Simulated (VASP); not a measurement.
# Hg (Fm-3m) in VASP: further runs

Runs on Hg. Level: PBEsol. Tasks: single point.

Program: VASP 6.6.1. These are calculated values, not measurements. Logs are shortened: lines on timing, memory, paths and dates and some standing lists are left out, and cuts for length are marked.

**1. The cell of the first run**

It takes space group Fm-3m (No. 225, cubic). The conventional cell has a = 4.539 Å, b = 4.539 Å, c = 4.539 Å, α = 90.00°, β = 90.00°, γ = 90.00°. Hg (site symmetry m-3m) has 12 Hg at 3.21 Å within 4.2 Å.

**2. Single point, PBEsol**

File INCAR:

```
ALGO = Normal ; EDIFF = 1E-7
ENCUT = 520 ; GGA = PS
ISIF = 2 ; ISMEAR = -1
LASPH = T ; LCHARG = F
LREAL = F ; LWAVE = F
NBANDS = 12 ; NELM = 100
PREC = Accurate ; SIGMA = 0.1
```

File KPOINTS:

```
k-points
0
Gamma
  12 12 12
```

File POSCAR:

```
Hg
1.0
    0.0000000000      2.2693289483      2.2693289483
    2.2693289483      0.0000000000      2.2693289483
    2.2693289483      2.2693289483      0.0000000000
Hg
1
Direct
    0.0000000000      0.0000000000      0.0000000000
```

Potentials or basis: VASP PAW PBE potentials, release 64 (Hg).

Started as:

```sh
cat potpaw_PBE.64/Hg/POTCAR > POTCAR
mpirun -np 1 vasp_std > vasp.out
```

OUTCAR:

```text
EDIFF = 1E-7
   ENCUT = 520
   GGA = PS
   ISIF = 2
   ISMEAR = -1
   LASPH = T
   LREAL = F
   NELM = 100
   PREC = Accurate

 ion  position               nearest neighbor table
   1  0.000  0.000  0.000-

  LATTYP: Found a face centered cubic cell.
 ALAT       =     4.5386578966

  Lattice vectors:

 A1 = (   0.0000000000,   2.2693289483,   2.2693289483)
 A2 = (   2.2693289483,   0.0000000000,   2.2693289483)
 A3 = (   2.2693289483,   2.2693289483,   0.0000000000)

Analysis of symmetry for initial positions (statically):
=====================================================================
 Subroutine PRICEL returns:
 Original cell was already a primitive cell.

 Routine SETGRP: Setting up the symmetry group for a
 face centered cubic supercell.

 Subroutine GETGRP returns: Found 48 space group operations
 (whereof 48 operations were pure point group operations)
 out of a pool of 48 trial point group operations.

The static configuration has the point symmetry O_h .

Analysis of symmetry for dynamics (positions and initial velocities):
=====================================================================
 Subroutine PRICEL returns:
 Original cell was already a primitive cell.

 Routine SETGRP: Setting up the symmetry group for a
 face centered cubic supercell.

 Subroutine GETGRP returns: Found 48 space group operations
 (whereof 48 operations were pure point group operations)
 out of a pool of 48 trial point group operations.

The dynamic configuration has the point symmetry O_h .

 Subroutine INISYM returns: Found 48 space group operations
 (whereof 48 operations are pure point group operations),
 and found     1 'primitive' translations

----------------------------------------------------------------------------------------

                                     Primitive cell

  volume of cell :      23.3734

  direct lattice vectors                    reciprocal lattice vectors
     0.000000000  2.269328948  2.269328948    -0.220329450  0.220329450  0.220329450
     2.269328948  0.000000000  2.269328948     0.220329450 -0.220329450  0.220329450
     2.269328948  2.269328948  0.000000000     0.220329450  0.220329450 -0.220329450

  length of vectors
     3.209315776  3.209315776  3.209315776     0.381621803  0.381621803  0.381621803

  position of ions in fractional coordinates (direct lattice)
     0.000000000  0.000000000  0.000000000

  ion indices of the primitive-cell ions
   primitive index   ion index
                 1           1

----------------------------------------------------------------------------------------

 KPOINTS: k-points

Automatic generation of k-mesh.
 Grid dimensions read from file:
 generate k-points for:   12   12   12

 Generating k-lattice:

  Cartesian coordinates                     Fractional coordinates (reciprocal lattice)
    -0.018360788  0.018360788  0.018360788     0.083333333  0.000000000  0.000000000
     0.018360788 -0.018360788  0.018360788     0.000000000  0.083333333  0.000000000
     0.018360788  0.018360788 -0.018360788     0.000000000  0.000000000  0.083333333

  Length of vectors
     0.031801817  0.031801817  0.031801817

  Shift w.r.t. Gamma in fractional coordinates (k-lattice)
     0.000000000  0.000000000  0.000000000

 Subroutine IBZKPT returns following result:
 ===========================================

 Found     72 irreducible k-points:

 Following reciprocal coordinates:
            Coordinates               Weight
  0.000000  0.000000  0.000000      1.000000
  0.083333  0.000000  0.000000      8.000000
  0.166667  0.000000  0.000000      8.000000
  0.250000  0.000000  0.000000      8.000000
  0.333333  0.000000  0.000000      8.000000
  0.416667  0.000000  0.000000      8.000000
[... 16 lines left out ...]
  0.500000  0.166667  0.000000     24.000000
 -0.416667  0.166667  0.000000     24.000000
 [... further k-points ...]
   k-points           NKPTS =     72   k-points in BZ     NKDIM =     72   number of bands    NBANDS=     12
   number of dos      NEDOS =    301   number of ions     NIONS =      1
   total plane-waves  NPLWV =  13824
   dimension x,y,z NGX =    24 NGY =   24 NGZ =   24
   dimension x,y,z NGXF=    48 NGYF=   48 NGZF=   48
   ions per type =               1
   NGX,Y,Z   is equivalent  to a cutoff of  12.43, 12.43, 12.43 a.u.
   NGXF,Y,Z  is equivalent  to a cutoff of  24.86, 24.86, 24.86 a.u.
 SYSTEM =  unknown system
   PREC   = accura    normal or accurate (medium, high low for compatibility)
   ISTART =      0    job   : 0-new  1-cont  2-samecut
   ICHARG =      2    charge: 1-file 2-atom 10-const
   ISPIN  =      1    spin polarized calculation?
   LNONCOLLINEAR =      F non collinear calculations
   LSORBIT =      F    spin-orbit coupling
   LASPH  =      T    aspherical Exc in radial PAW
   ENCUT  =  520.0 eV  38.22 Ry    6.18 a.u.   5.97  5.97  5.97*2*pi/ulx,y,z
   NELM   =    100;   NELMIN=  2; NELMDL= -5     # of ELM steps
   EDIFF  = 0.1E-06   stopping-criterion for ELM
   LREAL  =      F    real-space projection
   EDIFFG = 0.1E-05   stopping-criterion for IOM
   NSW    =      0    number of steps for IOM
   IBRION =     -1    ionic relax: 0-MD 1-quasi-New 2-CG
   NFREE  =      0    steps in history (QN), initial steepest desc. (CG)
   ISIF   =      2    stress and relaxation
   ISYM   =      2    0-nonsym 1-usesym 2-fastsym
   POTIM  = 0.5000    time-step for ionic-motion
   TEBEG  =    0.0;   TEEND  =   0.0 temperature during run
   PSTRESS=    0.0 pullay stress
   NELECT =      12.0000    total number of electrons
   NUPDOWN=      -1.0000    fix difference up-down
   EMIN   =  10.00;   EMAX   =-10.00  energy-range for DOS
   EFERMI =   0.00;   METHOD = LEGACY
   ISMEAR =    -1;   SIGMA  =   0.10  broadening in eV -4-tet -1-fermi 0-gaus
   EFERMI_NEDOS =   21; number of points for ismear=-14 and -15
   IALGO  =     38    algorithm
   IMIX   =      4    mixing-type and parameters
     AMIX     =   0.40;   BMIX     =  1.00
     AMIX_MAG =   1.60;   BMIX_MAG =  1.00
  volume/ion in A,a.u.               =      23.37       157.73
  Fermi-wavevector in a.u.,A,eV,Ry     =   1.310875  2.477194 23.380143  1.718392
  Thomas-Fermi vector in A             =   2.441375
   LORBIT       =      0    0 simple, 1 ext, 2 COOP (PROOUT), +10 PAW based schemes
   GGA     = PS    functional components
   LHFCALC =     F    Hartree Fock is set to
   AEXX    =    0.0000 exact exchange contribution
   IVDW    =     0    specifies the selected vdW correction
   LEPSILON=     F    determine dielectric tensor
   LRPA    =     F    only Hartree local field effects (RPA)
 non-spin polarized calculation
  energy-cutoff  :      520.00
  volume of cell :       23.37
 maximum number of plane-waves:       642
   NGX = 11   NGY = 11   NGZ = 11

 number of electron      12.0000002 magnetization

 Free energy of the ion-electron system (eV)
  ---------------------------------------------------
  ext. energy  EPLUGINS =         0.00000000
  ---------------------------------------------------
  free energy    TOTEN  =        -0.55277103 eV

  energy without entropy =       -0.54316146  energy(sigma->0) =       -0.54796625

 E-fermi :   2.5698     XC(G=0): -11.1063

 val. band max:        2.5494558310   @ k =  -0.4167   0.1667   0.0000
 cond. band min:       2.6376560478   @ k =  -0.3333   0.4167   0.0833
 fundamental gap:      0.0882002169
 Fermi energy:         2.5698388731

 k-point     1 :       0.0000    0.0000    0.0000
  band No.  band energies     occupation
      1      -6.5494      2.00000
      2      -4.3794      2.00000
      3      -4.3794      2.00000
      4      -4.3794      2.00000
      5      -3.7206      2.00000
      6      -3.7206      2.00000
      7      16.1701      0.00000
      8      17.4255      0.00000
      9      17.4255      0.00000
     10      17.4255      0.00000
     11      21.4369      0.00000
     12      22.7288      0.00000

 k-point     2 :       0.0833    0.0000    0.0000
  band No.  band energies     occupation
      1      -6.3713      2.00000
      2      -4.4005      2.00000
      3      -4.3396      2.00000
      4      -4.3396      2.00000
      5      -3.7311      2.00000
      6      -3.7311      2.00000
      7      15.3941      0.00000
      8      16.4437      0.00000
      9      17.3390      0.00000
     10      17.3390      0.00000
     11      21.4608      0.00000
     12      22.6953      0.00000

 k-point     3 :       0.1667    0.0000    0.0000
  band No.  band energies     occupation
      1      -5.8921      2.00000
      2      -4.3948      2.00000
      3      -4.2600      2.00000
      4      -4.2600      2.00000
      5      -3.7255      2.00000
      6      -3.7255      2.00000
      7      12.3704      0.00000
      8      16.5254      0.00000
      9      17.0440      0.00000
     10      17.0440      0.00000
     11      20.6369      0.00000
     12      22.1552      0.00000
[... 286 lines left out ...]
 k-point    23 :       0.5000    0.1667    0.0000
  band No.  band energies     occupation
      1      -5.1073      2.00000
      2      -4.4731      2.00000
      3      -4.1039      2.00000
      4      -3.7829      2.00000
      5      -3.1525      2.00000
      6       0.2380      2.00000
      7       3.1982      0.00373
      8      11.5901      0.00000
      9      13.2000      0.00000
     10      15.2116      0.00000
     11      22.3532      0.00000
     12      22.7329      0.00000

 k-point    24 :      -0.4167    0.1667    0.0000
  band No.  band energies     occupation
      1      -5.0833      2.00000
      2      -4.4830      2.00000
      3      -4.1328      2.00000
      4      -3.6620      2.00000
      5      -3.2564      2.00000
      6       0.8146      2.00000
      7       2.5495      1.10156
      8      10.8803      0.00000
      9      13.9063      0.00000
     10      15.3885      0.00000
     11      21.7986      0.00000
     12      22.3463      0.00000

 [... further k-points ...]

------------------------ aborting loop because EDIFF is reached ----------------------------------------

  FORCE on cell =-STRESS in cart. coord.  units (eV):
  Direction    XX          YY          ZZ          XY          YZ          ZX
  --------------------------------------------------------------------------------------
  -------------------------------------------------------------------------------------
  Total        0.0519258      0.0519258      0.0519258      0.0000000      0.0000000     -0.0000000
  in kB        3.5593563      3.5593563      3.5593563      0.0000000      0.0000000     -0.0000000
  external PRESSURE =       3.5593563 kB  Pullay stress =       0.0000000 kB

 VOLUME and BASIS-vectors are now :
 -----------------------------------------------------------------------------
  energy-cutoff  :      520.00
  volume of cell :       23.37
      direct lattice vectors                 reciprocal lattice vectors
     0.000000000  2.269328948  2.269328948    -0.220329450  0.220329450  0.220329450
     2.269328948  0.000000000  2.269328948     0.220329450 -0.220329450  0.220329450
     2.269328948  2.269328948  0.000000000     0.220329450  0.220329450 -0.220329450

 POSITION                                       TOTAL-FORCE (eV/Angst)
 -----------------------------------------------------------------------------------
      0.00000      0.00000      0.00000         0.000000      0.000000      0.000000
 -----------------------------------------------------------------------------------
    total drift:                               -0.000000      0.000000     -0.000000

  FREE ENERGIE OF THE ION-ELECTRON SYSTEM (eV)
  ---------------------------------------------------
  free  energy   TOTEN  =        -0.5527710333 eV

  energy  without entropy=       -0.5431614576  energy(sigma->0) =       -0.54796625
```

Wall time 9.5 s (1 thread of Intel Xeon Platinum 8375C at 2.90GHz (Ice Lake), shared host); peak memory 0.14 GiB.

What came out:

```
Free energy            : -0.5528 eV
Pressure               : 0.4 GPa
Band gap on the k mesh : zero (band 6 reaches 3.00 eV, above the bottom of band 7 at 1.04 eV)
```

Caveat: the PAW data sets were made with another functional, which shifts forces and pressure a little; spin-orbit coupling is left out, which moves the levels of the heavy elements.

**3. Single point, PBEsol (volume scaled by 0.88)**

File INCAR:

```
  PREC = Accurate
  ENCUT = 520
  EDIFF = 1E-7
  ISMEAR = -1
  SIGMA = 0.1
  LREAL = False
  LASPH = True
  NELM = 60
  ALGO = Normal
  ISIF = 2
  LWAVE = False
  LCHARG = False
  GGA = PS
  NBANDS = 12
```

File KPOINTS:

```
Automatic mesh
0
Gamma
  13 13 13
```

File POSCAR:

```
Hg
1.0
    0.0000000000      2.1746615570      2.1746615570
    2.1746615570      0.0000000000      2.1746615570
    2.1746615570      2.1746615570      0.0000000000
Hg
1
Direct
    0.0000000000      0.0000000000      0.0000000000
```

Potentials or basis: VASP PAW PBE potentials, release 64 (Hg).

Started as:

```sh
cat potpaw_PBE.64/Hg/POTCAR > POTCAR
mpirun -np 1 vasp_std > vasp.out
```

It took 9.9 s on 1 thread of Intel Xeon Platinum 8375C at 2.90GHz (Ice Lake), shared host; peak memory 0.15 GiB.

Results (log left out):

```yaml
Free_energy: -0.4859 eV
Pressure: 8.2 GPa
Band_gap_on_the_k_mesh: zero (band 6 reaches 4.43 eV, above the bottom of band 7 at 2.69 eV)
```

Levels at points of the mesh, in eV from the Fermi level:
| k point | band 2 | band 3 | band 4 | band 5 | band 6 | band 7 | band 8 | band 9 | band 10 | band 11 |
| --- | --- | --- | --- | --- | --- | --- | --- | --- | --- | --- |
| (0.00, 0.00, 0.00) | -7.45 | -7.45 | -7.45 | -6.60 | -6.60 | 13.81 | 15.92 | 15.92 | 15.92 | 20.05 |

Caveat: the PAW data sets were made with another functional, which shifts forces and pressure a little; spin-orbit coupling is left out, which moves the levels of the heavy elements.

**4. Single point, PBEsol (volume scaled by 0.92)**

File INCAR:

```
PREC = Accurate
ENCUT = 520
EDIFF = 1E-6
ISMEAR = -1
SIGMA = 0.1
LREAL = False
LASPH = True
NELM = 100
ALGO = Normal
ISIF = 2
LWAVE = False
LCHARG = True
GGA = PS
LELF = True
LVHAR = True
NBANDS = 12
```

KPOINTS is that of step 3.

File POSCAR:

```
Hg
1.0
    0.0000000000      2.2071239781      2.2071239781
    2.2071239781      0.0000000000      2.2071239781
    2.2071239781      2.2071239781      0.0000000000
Hg
1
Direct
    0.0000000000      0.0000000000      0.0000000000
```

Started as:

```sh
cat potpaw_PBE.64/Hg/POTCAR > POTCAR
mpirun -np 1 vasp_std > vasp.out
```

Wall time 11 s (1 thread of Intel Xeon Platinum 8375C at 2.90GHz (Ice Lake), shared host); peak memory 0.15 GiB.

The run converged. Its results:

```
Free energy            : -0.5234 eV
Pressure               : 4.6 GPa
Band gap on the k mesh : zero (band 6 reaches 3.88 eV, above the bottom of band 7 at 2.21 eV)
```

Levels at points of the mesh, in eV from the Fermi level:
| k point | band 4 | band 5 | band 6 | band 7 | band 8 | band 9 |
| --- | --- | --- | --- | --- | --- | --- |
| (0.00, 0.00, 0.00) | -7.23 | -6.45 | -6.45 | 13.78 | 15.59 | 15.59 |

Caveat: the PAW data sets were made with another functional, which shifts forces and pressure a little; spin-orbit coupling is left out, which moves the levels of the heavy elements.

(Continued in part 2 of 2.)
